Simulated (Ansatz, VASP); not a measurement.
Given: the input of a run of VASP 6.6.1 on Na.

INCAR

```
ALGO = Normal
EDIFF = 1E-6
ENCUT = 520
ISIF = 2
ISMEAR = -1
LASPH = True
LCHARG = False
LREAL = False
LWAVE = False
NBANDS = 10
NELM = 100
PREC = Accurate
SIGMA = 0.05
```

Contents of KPOINTS:

```
k-points
0
Gamma
  9 9 9
```

Contents of POSCAR:

```
Na
1.0
   -2.1551792212      2.1551792212      2.1551792212
    2.1551792212     -2.1551792212      2.1551792212
    2.1551792212      2.1551792212     -2.1551792212
Na
1
Direct
    0.0000000000      0.0000000000      0.0000000000
```

Potentials or basis: VASP PAW LDA potentials, release 64 (Na_pv).

Run with:

```bash
$ cat potpaw_LDA.64/Na_pv/POTCAR > POTCAR
$ mpirun -np 1 vasp_std > vasp.out
```

Problem. Set up the same calculation for Ansatz 0.2.0. Potentials there: all-electron LAPW, scalar-relativistic.

Solution. As run (the cutoff follows the program's own potentials):

The input input.yaml:

```yaml
crystal:
  lattice:
    - [-2.1551792212, 2.1551792212, 2.1551792212]
    - [2.1551792212, -2.1551792212, 2.1551792212]
    - [2.1551792212, 2.1551792212, -2.1551792212]
  atoms:
    - { symbol: Na, position: [0.0, 0.0, 0.0] }
kpoints:
  mp_grid: { grid: [9, 9, 9] }
scf:
  occupations: { method: fermi_dirac, width: 0.05 }
hamiltonian:
  xc: lda
  pseudopotentials: { kind: all_electron, lapw: { basis_error: 0.001 } }
output:
  forces: true
  stress: true
  eigenvalues: true
```

Potentials or basis: all-electron LAPW, scalar-relativistic.

Launch:

```sh
$ ansatz run input.yaml --threads 1 --pin off --max-ram 3072MiB --backend cpu --events-out ev --progress --plain --runs-dir out
```

Both were run:

|  | VASP | Ansatz | Ansatz less VASP |
| --- | --- | --- | --- |
| gap on the k mesh at the Fermi level (eV) | none | none | - |
| pressure (GPa) | -1.2 | -1.2 | +0.01 |

LDA's correlation is that of Perdew and Zunger in VASP and of Perdew and Wang (1992) in Ansatz. A gap of «none» marks a metal or a gap that the smearing closes. Ansatz ran all-electron here, and VASP with PAW potentials.
